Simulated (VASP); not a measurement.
# PtSe2 (P-3m1) in VASP: further runs

PtSe2 is run at these levels: PBEsol; tasks: single point.

Program: VASP 6.6.1. These are calculated values, not measurements. Logs are shortened: lines on timing, memory, paths and dates and some standing lists are left out, and cuts for length are marked.

**1. The cell of the first run**

It takes space group P-3m1 (No. 164, trigonal). Conventional cell: a = 3.724 Å, b = 3.724 Å, c = 5.062 Å, α = 90.00°, β = 90.00°, γ = 120.00°. Within 3.3 Å of Pt (site symmetry -3m) lie 6 Se at 2.49 Å. Within 3.3 Å of Se (site symmetry 3m) lie 3 Pt at 2.49 Å.

**2. Single point, PBEsol**

File INCAR:

```
PREC = Accurate
ENCUT = 520
EDIFF = 1E-6
ISMEAR = 0
SIGMA = 0.1
LREAL = F
LASPH = T
NELM = 60
ALGO = Normal
ISIF = 2
LWAVE = F
LCHARG = F
GGA = PS
NBANDS = 18
```

File KPOINTS:

```
regular mesh
0
Gamma
  6 6 4
```

File POSCAR:

```
PtSe2
1.0
    3.7240006046      0.0000000000      0.0000000000
   -1.8620003023      3.2250791273      0.0000000000
    0.0000000000      0.0000000000      5.0620000000
Pt Se
1 2
Direct
    0.0000000000      0.0000000000      0.0000000000
    0.3333333333      0.6666666667      0.2500000000
    0.6666666667      0.3333333333      0.7500000000
```

Potentials or basis: VASP PAW PBE potentials, release 64 (Pt, Se).

Launch:

```sh
> cat potpaw_PBE.64/Pt/POTCAR potpaw_PBE.64/Se/POTCAR > POTCAR
> mpirun -np 1 vasp_std > vasp.out
```

OUTCAR:

```text
PREC = Accurate
   ENCUT = 520
   EDIFF = 1E-6
   ISMEAR = 0
   LREAL = F
   LASPH = T
   NELM = 60
   ISIF = 2
   GGA = PS

 ion  position               nearest neighbor table
   1  0.000  0.000  0.000-   2 2.49   3 2.49   3 2.49   2 2.49   3 2.49   2 2.49
   2  0.333  0.667  0.250-   1 2.49   1 2.49   1 2.49
   3  0.667  0.333  0.750-   1 2.49   1 2.49   1 2.49

  LATTYP: Found a hexagonal cell.
 ALAT       =     3.7240006046
 C/A-ratio  =     1.3592908642

  Lattice vectors:

 A1 = (   3.7240006046,   0.0000000000,   0.0000000000)
 A2 = (  -1.8620003023,   3.2250791273,   0.0000000000)
 A3 = (   0.0000000000,   0.0000000000,   5.0620000000)

Analysis of symmetry for initial positions (statically):
=====================================================================
 Subroutine PRICEL returns:
 Original cell was already a primitive cell.

 Routine SETGRP: Setting up the symmetry group for a
 hexagonal supercell.

 Subroutine GETGRP returns: Found 12 space group operations
 (whereof 12 operations were pure point group operations)
 out of a pool of 24 trial point group operations.

The static configuration has the point symmetry D_3d.

Analysis of symmetry for dynamics (positions and initial velocities):
=====================================================================
 Subroutine PRICEL returns:
 Original cell was already a primitive cell.

 Routine SETGRP: Setting up the symmetry group for a
 hexagonal supercell.

 Subroutine GETGRP returns: Found 12 space group operations
 (whereof 12 operations were pure point group operations)
 out of a pool of 24 trial point group operations.

The dynamic configuration has the point symmetry D_3d.

 Subroutine INISYM returns: Found 12 space group operations
 (whereof 12 operations are pure point group operations),
 and found     1 'primitive' translations

----------------------------------------------------------------------------------------

                                     Primitive cell

  volume of cell :      60.7956

  direct lattice vectors                    reciprocal lattice vectors
     3.724000605  0.000000000  0.000000000     0.268528420  0.155034956  0.000000000
[... 82 lines left out ...]
   LNONCOLLINEAR =      F non collinear calculations
   LSORBIT =      F    spin-orbit coupling
   LASPH  =      T    aspherical Exc in radial PAW
   ENCUT  =  520.0 eV  38.22 Ry    6.18 a.u.   6.92  6.92  9.41*2*pi/ulx,y,z
   NELM   =     60;   NELMIN=  2; NELMDL= -5     # of ELM steps
   EDIFF  = 0.1E-05   stopping-criterion for ELM
   LREAL  =      F    real-space projection
   EDIFFG = 0.1E-04   stopping-criterion for IOM
   NSW    =      0    number of steps for IOM
   IBRION =     -1    ionic relax: 0-MD 1-quasi-New 2-CG
   NFREE  =      0    steps in history (QN), initial steepest desc. (CG)
   ISIF   =      2    stress and relaxation
   ISYM   =      2    0-nonsym 1-usesym 2-fastsym
   POTIM  = 0.5000    time-step for ionic-motion
   TEBEG  =    0.0;   TEEND  =   0.0 temperature during run
   PSTRESS=    0.0 pullay stress
   NELECT =      22.0000    total number of electrons
   NUPDOWN=      -1.0000    fix difference up-down
   EMIN   =  10.00;   EMAX   =-10.00  energy-range for DOS
   EFERMI =   0.00;   METHOD = LEGACY
   ISMEAR =     0;   SIGMA  =   0.10  broadening in eV -4-tet -1-fermi 0-gaus
   EFERMI_NEDOS =   21; number of points for ismear=-14 and -15
   IALGO  =     38    algorithm
   IMIX   =      4    mixing-type and parameters
     AMIX     =   0.40;   BMIX     =  1.00
     AMIX_MAG =   1.60;   BMIX_MAG =  1.00
  volume/ion in A,a.u.               =      20.27       136.76
  Fermi-wavevector in a.u.,A,eV,Ry     =   1.166608  2.204570 18.517180  1.360974
  Thomas-Fermi vector in A             =   2.303119
   LORBIT       =      0    0 simple, 1 ext, 2 COOP (PROOUT), +10 PAW based schemes
   GGA     = PS    functional components
   LHFCALC =     F    Hartree Fock is set to
   AEXX    =    0.0000 exact exchange contribution
   IVDW    =     0    specifies the selected vdW correction
   LEPSILON=     F    determine dielectric tensor
   LRPA    =     F    only Hartree local field effects (RPA)
 non-spin polarized calculation
 Gauss-broadening in eV      SIGMA  =   0.10
  energy-cutoff  :      520.00
  volume of cell :       60.80
 maximum number of plane-waves:      1654
   NGX = 13   NGY = 13   NGZ = 19

 number of electron      21.9999999 magnetization

 Free energy of the ion-electron system (eV)
  ---------------------------------------------------
  ext. energy  EPLUGINS =         0.00000000
  ---------------------------------------------------
  free energy    TOTEN  =       -15.88822787 eV

  energy without entropy =      -15.88224426  energy(sigma->0) =      -15.88523607

 E-fermi :   6.3882     XC(G=0): -10.8055

 val. band max:        6.3815221421   @ k =   0.0000   0.1667   0.2500
 cond. band min:       6.3889894888   @ k =   0.3333   0.3333   0.0000
 fundamental gap:      0.0074673467
 Fermi energy:         6.3881518403

 k-point     1 :       0.0000    0.0000    0.0000
  band No.  band energies     occupation
      1      -9.3419      2.00000
      2      -6.4963      2.00000
      3      -0.8343      2.00000
      4      -0.1093      2.00000
      5      -0.1093      2.00000
      6       2.3741      2.00000
[... 481 lines left out ...]
      5       0.0356      2.00000
      6       1.8674      2.00000
[... 10 lines left out ...]
     17      13.8756      0.00000
     18      16.4395      0.00000

------------------------ aborting loop because EDIFF is reached ----------------------------------------

  FORCE on cell =-STRESS in cart. coord.  units (eV):
  Direction    XX          YY          ZZ          XY          YZ          ZX
  --------------------------------------------------------------------------------------
  -------------------------------------------------------------------------------------
  Total        1.0387215      1.0387215      0.4727997      0.0000000      0.0000000      0.0000000
  in kB       27.3739497     27.3739497     12.4599266      0.0000000      0.0000000      0.0000000
  external PRESSURE =      22.4026086 kB  Pullay stress =       0.0000000 kB

 VOLUME and BASIS-vectors are now :
 -----------------------------------------------------------------------------
  energy-cutoff  :      520.00
  volume of cell :       60.80
      direct lattice vectors                 reciprocal lattice vectors
     3.724000605  0.000000000  0.000000000     0.268528420  0.155034956  0.000000000
    -1.862000302  3.225079127  0.000000000     0.000000000  0.310069912  0.000000000
     0.000000000  0.000000000  5.062000000     0.000000000  0.000000000  0.197550375

 POSITION                                       TOTAL-FORCE (eV/Angst)
 -----------------------------------------------------------------------------------
      0.00000      0.00000      0.00000         0.000000      0.000000      0.000000
     -0.00000      2.15005      1.26550        -0.000000      0.000000      0.345136
      1.86200      1.07503      3.79650         0.000000     -0.000000     -0.345136
 -----------------------------------------------------------------------------------
    total drift:                               -0.000000     -0.000000     -0.000000

  FREE ENERGIE OF THE ION-ELECTRON SYSTEM (eV)
  ---------------------------------------------------
  free  energy   TOTEN  =       -15.8882278717 eV

  energy  without entropy=      -15.8822442603  energy(sigma->0) =      -15.88523607
```

Run time: 12 s. Hardware: 1 thread of AMD EPYC 9R45 (Zen 5), shared host; peak memory 0.16 GiB.

Results:

```yaml
Free_energy: -15.8882 eV
Pressure: 2.2 GPa
Largest_force: 0.345 eV/Å
Band_gap_on_the_k_mesh: zero (band 11 reaches 6.81 eV, above the bottom of band 12 at 6.39 eV)
```

Forces in eV/Å, atoms in the order of the input:
```
Pt   0.000  0.000  0.000
Se   0.000  0.000  0.345
Se   0.000  0.000 -0.345
```

Caveat: the PAW data sets were made with another functional, which shifts forces and pressure a little; spin-orbit coupling is left out, which moves the levels of the heavy elements.

**3. Single point, PBEsol, collinear spin, ferromagnetic start**

File INCAR:

```
SYSTEM = PtSe2
PREC = Accurate
ENCUT = 520
EDIFF = 1E-6
ISMEAR = 0
SIGMA = 0.1
LREAL = .FALSE.
LASPH = .TRUE.
NELM = 150
ALGO = Normal
ISIF = 2
LWAVE = .FALSE.
LCHARG = .TRUE.
ISPIN = 2
MAGMOM = 1 0 0
LORBIT = 11
LMAXMIX = 4
GGA = PS
LELF = .TRUE.
LVHAR = .TRUE.
NBANDS = 22
```

File KPOINTS:

```
regular mesh
0
G
  6 6 4
  0 0 0
```

POSCAR is that of step 2.

Potentials or basis: VASP PAW PBE potentials, release 64 (Pt, Se).

Launch:

```sh
> cat potpaw_PBE.64/Pt/POTCAR potpaw_PBE.64/Se/POTCAR > POTCAR
> mpirun -np 1 vasp_std > vasp.out
```

Wall time 32 s (1 thread of AMD EPYC 9R45 (Zen 5), shared host); peak memory 0.19 GiB.

The run converged. Its results:

| Property | Result |
| --- | --- |
| Free energy | -15.8882 eV |
| Pressure | 2.2 GPa |
| Largest force | 0.345 eV/Å |
| Band gap on the k mesh | zero (filled and empty bands overlap) |
| Net moment | 0.00 μB per cell |
| Valence electrons inside the program's atomic spheres | Pt 9.45; Se 3.79 |

Forces on the atoms (eV/Å):
```
Pt   0.000  0.000  0.000
Se   0.000  0.000  0.345
Se   0.000  0.000 -0.345
```

Stress tensor (GPa, compression positive):
```
2.72 0.00 0.00
0.00 2.72 0.00
0.00 0.00 1.23
```

Levels at points of the mesh, in eV from the Fermi level:
Spin up:
```csv
k point,band 8,band 9,band 10,band 11,band 12,band 13,band 14,band 15
"(0.00, 0.00, 0.00)",-2.57,-1.06,-1.06,0.42,1.47,1.47,3.50,4.10
"(0.50, 0.00, 0.00)",-3.56,-3.49,-3.41,-2.98,0.65,2.37,4.74,5.74
"(0.00, 0.00, 0.50)",-2.98,-1.70,-1.49,-1.49,2.32,2.32,4.71,6.27
"(0.50, 0.00, 0.50)",-3.51,-3.22,-2.86,-1.37,0.99,1.52,4.52,4.66
```
Spin down:
```csv
k point,band 9,band 10,band 11,band 12,band 13,band 14
"(0.00, 0.00, 0.00)",-1.06,-1.06,0.42,1.47,1.47,3.50
"(0.50, 0.00, 0.00)",-3.49,-3.41,-2.98,0.65,2.37,4.74
"(0.00, 0.00, 0.50)",-1.70,-1.49,-1.49,2.32,2.32,4.71
"(0.50, 0.00, 0.50)",-3.22,-2.86,-1.37,0.99,1.52,4.52
```

Caveat: the PAW data sets were made with another functional, which shifts forces and pressure a little; spin-orbit coupling is left out, which moves the levels of the heavy elements.

(Continued in part 2 of 2.)
